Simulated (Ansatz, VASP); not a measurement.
## Ca in VASP and in Ansatz

The input POSCAR:

```
Ca
1.0
    0.0000000000      2.9045343697      2.9045343697
    2.9045343697      0.0000000000      2.9045343697
    2.9045343697      2.9045343697      0.0000000000
Ca
1
Direct
    0.0000000000      0.0000000000      0.0000000000
```

The input INCAR.step1:

```
PREC = Accurate ; ENCUT = 520
ISMEAR = -1 ; SIGMA = 0.05
LREAL = False ; LASPH = True
NELM = 100 ; NBANDS = 11
GGA = PE ; ALGO = Normal
EDIFF = 1E-4 ; LWAVE = True
LCHARG = False
```

Contents of INCAR.step2:

```
PREC = Accurate ; ENCUT = 520
EDIFF = 1E-6 ; ISMEAR = -1
SIGMA = 0.05 ; LREAL = False
LASPH = True ; NELM = 100
ALGO = Normal ; ISIF = 2
LWAVE = False ; LCHARG = False
METAGGA = R2SCAN ; LMIXTAU = True
LUSE_VDW = True ; IVDW_NL = 2
BPARAM = 11.95 ; CPARAM = 0.0093
NBANDS = 11 ; ISTART = 1
```

KPOINTS

```
regular mesh
0
Gamma
  8 8 8
```

input.yaml

```yaml
crystal:
  lattice:
    - [0.0, 2.9045343697, 2.9045343697]
    - [2.9045343697, 0.0, 2.9045343697]
    - [2.9045343697, 2.9045343697, 0.0]
  atoms:
    - { symbol: Ca, position: [0.0, 0.0, 0.0] }
hamiltonian:
  xc: r2scan
  pseudopotentials: { kind: paw }
  dispersion: rvv10
kpoints:
  mp_grid: { grid: [8, 8, 8] }
scf:
  occupations: { method: fermi_dirac, width: 0.05 }
output:
  forces: true
  stress: true
  eigenvalues: true
```

Alike in both runs: task single point; functional r2SCAN; dispersion rVV10; k mesh 8 × 8 × 8; occupations fermi-dirac, width 0.05 eV; no spin polarisation.

|  | VASP | Ansatz |
| --- | --- | --- |
| version | VASP 6.6.1 | Ansatz 0.2.0 |
| potentials or method | VASP PAW PBE potentials, release 64 (Ca_sv) | Ansatz PAW |
| plane-wave cutoff (eV) | 520 | 500 |
| valence electrons in the cell | 10 | 10 |

|  | VASP | Ansatz | Ansatz less VASP |
| --- | --- | --- | --- |
| gap on the k mesh at the Fermi level (eV) | none | none | - |
| pressure (GPa) | -1.9 | -2.0 | -0.03 |

VASP's potentials were made for PBE, not for r2SCAN. A gap of «none» marks a metal or a gap that the smearing closes.
